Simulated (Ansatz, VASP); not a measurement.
This is a calculation of Tl for Ansatz 0.2.0.

The input input.yaml:

```yaml
crystal:
  lattice:
    - [3.456, 0.0, 0.0]
    - [-1.728, 2.9929837955, 0.0]
    - [0.0, 0.0, 5.525]
  atoms:
    - { symbol: Tl, position: [0.6666666667, 0.3333333333, 0.75] }
    - { symbol: Tl, position: [0.3333333333, 0.6666666667, 0.25] }
hamiltonian:
  xc: pbe
  pseudopotentials: { kind: paw }
kpoints:
  mp_grid: { grid: [7, 7, 4] }
scf:
  occupations: { method: fermi_dirac, width: 0.05 }
output:
  forces: true
  stress: true
  eigenvalues: true
```

Potentials or basis: Ansatz PAW.

The run is started by

```sh
$ ansatz run input.yaml --threads 2 --pin off --max-ram 5632MiB --backend cpu --events-out ev --progress --plain --runs-dir out
```

Problem. Translate it to VASP 6.6.1. Potentials there: VASP PAW PBE potentials, release 64 (Tl_d).

Solution. As run (the cutoff follows the program's own potentials):

File INCAR:

```
PREC = Accurate ; ENCUT = 520
EDIFF = 1E-6 ; ISMEAR = -1
SIGMA = 0.05 ; LREAL = False
LASPH = True ; NELM = 100
ALGO = Normal ; ISIF = 2
LWAVE = False ; LCHARG = True
GGA = PE ; LELF = True
LVHAR = True ; NBANDS = 20
```

KPOINTS

```
Automatic mesh
0
Gamma
  7 7 4
```

The input POSCAR:

```
Tl
1.0
    3.4560000000      0.0000000000      0.0000000000
   -1.7280000000      2.9929837955      0.0000000000
    0.0000000000      0.0000000000      5.5250000000
Tl
2
Direct
    0.6666666667      0.3333333333      0.7500000000
    0.3333333333      0.6666666667      0.2500000000
```

Potentials or basis: VASP PAW PBE potentials, release 64 (Tl_d).

Run with:

```console
$ cat potpaw_PBE.64/Tl_d/POTCAR > POTCAR
$ mpirun -np 1 vasp_std > vasp.out
```

Both were run:

|  | VASP | Ansatz | Ansatz less VASP |
| --- | --- | --- | --- |
| gap on the k mesh at the Fermi level (eV) | none | none | - |
| pressure (GPa) | 3.2 | 3.3 | +0.07 |
| traceless stress, the component that is largest in VASP (GPa) | 0.88 | 0.89 | +0.007 |

A gap of «none» marks a metal or a gap that the smearing closes.

Neither program's run includes spin-orbit coupling.
